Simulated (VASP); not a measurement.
Crystal: CoO.

```
Co O
1.0
    -1.50800    1.50800    2.10725
     1.50800   -1.50800    2.10725
     1.50800    1.50800   -2.10725
Co O
1 1
Direct
  0.00000 0.00000 0.00000
  0.50000 0.50000 0.00000
```

Base run:

| Quantity | Value |
| --- | --- |
| Program | VASP 6.6.1 |
| Functional | PBE |
| Potentials or basis | VASP PAW PBE potentials, release 64 (Co_sv, O) |
| Cutoff | 700 eV |
| k mesh | 12 × 12 × 12 |
| Occupations | gaussian, width 0.02 eV |
| Spin | no spin polarisation |
| Hubbard terms | Co d U = 3.32 eV |

Its results: band gap on the k mesh zero (an odd number of electrons rules out a gap without spin polarisation); pressure -18.3 GPa.

Question: The run is repeated on the same cell with these changes: spin from no spin polarisation to collinear spin, ferromagnetic start; further incar settings from ALGO = Normal; EDIFF = 1e-06; NBANDS = 18 to ALGO = Normal; EDIFF = 1e-06; NBANDS = 22. What comes out?

Answer: Band gap on the k mesh zero (filled and empty bands overlap); pressure 1.7 GPa; net moment 3.00 μB per cell; site moments Co +2.70; O +0.24 μB.

Caveats: the cell stands under tension (at least some runs); an odd number of electrons without spin polarisation forces a metal (at least some runs); a magnetic or distorted state may lie lower (at least some runs); U without spin polarisation on a metal has little footing (at least some runs); the stress differs along the axes, from -3 to 4 GPa (at least some runs); a cell with one magnetic atom can't hold antiferromagnetic order, which such compounds often take (at least some runs).
